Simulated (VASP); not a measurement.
Wanted: the native input for a VASP 6.6.1 run.

* Task: single point
* Functional: r2SCAN
* Potentials or basis: VASP PAW PBE potentials, release 64 (Si)
* Cutoff: 520 eV
* k mesh: 10 × 10 × 10
* Occupations: gaussian, width 0.02 eV
* Spin: no spin polarisation
* Dipole correction: no
* Further INCAR settings: ALGO = Normal; EDIFF = 1e-06; NBANDS = 11

The system is Si.

```
Si
1.0
     0.00000    2.74905    2.74905
     2.74905    0.00000    2.74905
     2.74905    2.74905    0.00000
Si
2
Direct
  0.75000 0.75000 0.75000
  0.50000 0.50000 0.50000
```

This cell differs from its parent crystal: volume scaled by 1.03.

The input as run:

POSCAR

```
Si
1.0
    0.0000000000      2.7490491906      2.7490491906
    2.7490491906      0.0000000000      2.7490491906
    2.7490491906      2.7490491906      0.0000000000
Si
2
Direct
    0.7500000000      0.7500000000      0.7500000000
    0.5000000000      0.5000000000      0.5000000000
```

INCAR.step1

```
SYSTEM = Si
PREC = Accurate
ENCUT = 520
ISMEAR = 0
SIGMA = 0.02
LREAL = .False.
LASPH = .True.
NELM = 60
NBANDS = 11
GGA = PE
ALGO = Normal
EDIFF = 1E-4
LWAVE = .True.
LCHARG = .False.
```

INCAR.step2

```
SYSTEM = Si
PREC = Accurate
ENCUT = 520
EDIFF = 1E-6
ISMEAR = 0
SIGMA = 0.02
LREAL = .False.
LASPH = .True.
NELM = 60
ALGO = Normal
ISIF = 2
LWAVE = .False.
LCHARG = .False.
METAGGA = R2SCAN
LMIXTAU = .True.
NBANDS = 11
ISTART = 1
```

KPOINTS

```
regular mesh
0
Gamma
  10 10 10
  0 0 0
```

Potentials or basis: VASP PAW PBE potentials, release 64 (Si).

Launch:

```bash
$ cat potpaw_PBE.64/Si/POTCAR > POTCAR
$ cp INCAR.step1 INCAR
$ mpirun -np 1 vasp_std > vasp.out
$ cp INCAR.step2 INCAR
$ mpirun -np 1 vasp_std > vasp.out
```

It gave:

| Quantity | Value |
| --- | --- |
| Pressure | -2.9 GPa |
| Band gap on the k mesh | 0.84 eV, indirect (least direct gap 2.74 eV) |

Caveat: the PAW data sets were made with another functional, which shifts forces and pressure a little.

Wall time 61 s on 1 thread of Intel(R) Xeon(R) Platinum 8375C CPU @ 2.90GHz (Ice Lake), on a shared host, peak memory 0.16 GiB.
